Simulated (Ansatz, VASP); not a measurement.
## MoS2: VASP beside Ansatz

File INCAR:

```
PREC = Accurate ; ENCUT = 520
EDIFF = 1E-6 ; ISMEAR = 0
SIGMA = 0.05 ; LREAL = F
LASPH = T ; NELM = 100
ALGO = Normal ; ISIF = 2
LWAVE = F ; LCHARG = F
GGA = PE ; IVDW = 12
NBANDS = 20
```

File KPOINTS:

```
regular mesh
0
Gamma
  12 12 12
```

File POSCAR:

```
MoS2
1.0
    1.5765748049      0.9102358880      6.4297333333
   -1.5765748049      0.9102358880      6.4297333333
    0.0000000000     -1.8204717761      6.4297333333
Mo S
1 2
Direct
    0.0000172156      0.0000172156      0.0000172156
    0.7535368444      0.7535368444      0.7535368444
    0.5797459400      0.5797459400      0.5797459400
```

Input for Ansatz:

```yaml
crystal:
  lattice:
    - [1.5765748049, 0.910235888, 6.4297333333]
    - [-1.5765748049, 0.910235888, 6.4297333333]
    - [0.0, -1.8204717761, 6.4297333333]
  atoms:
    - { symbol: Mo, position: [1.72156e-05, 1.72156e-05, 1.72156e-05] }
    - { symbol: S, position: [0.7535368444, 0.7535368444, 0.7535368444] }
    - { symbol: S, position: [0.57974594, 0.57974594, 0.57974594] }
basis:
  ecutwfc: 420
kpoints:
  mp_grid: { grid: [12, 12, 12] }
hamiltonian:
  xc: pbe
  pseudopotentials: { kind: paw, azcp: { folder: soft_1 } }
  dispersion: d3bj
scf:
  occupations: { method: gaussian, width: 0.05 }
output:
  forces: true
  stress: true
  eigenvalues: true
  write_density: true
  write_potential: true
  elf: true
  volumetric_format: npy
```

Alike in both runs: task single point; functional PBE; dispersion D3(BJ); k mesh 12 × 12 × 12; occupations gaussian, width 0.05 eV; no spin polarisation.

|  | VASP | Ansatz |
| --- | --- | --- |
| version | VASP 6.6.1 | Ansatz 0.2.0 |
| potentials or method | VASP PAW PBE potentials, release 64 (Mo_sv, S), cutoff 520 eV | scalar-relativistic, plane waves, PAW |
| valence electrons in the cell | 26 | 26 |

```tsv
	VASP	Ansatz	Ansatz less VASP
gap on the k mesh at the Fermi level (eV)	1.06	1.05	-0.011
least direct gap on the mesh (eV)	1.91	1.91	-0.003
pressure (GPa)	-10.0	-9.9	+0.09
traceless stress, the component that is largest in VASP (GPa)	-8.63	-8.60	+0.028
rms of the force components (eV/Å)	0.834	0.830	-0.0037
```

Atom by atom the forces differ by 0.004 eV/Å (rms over components).
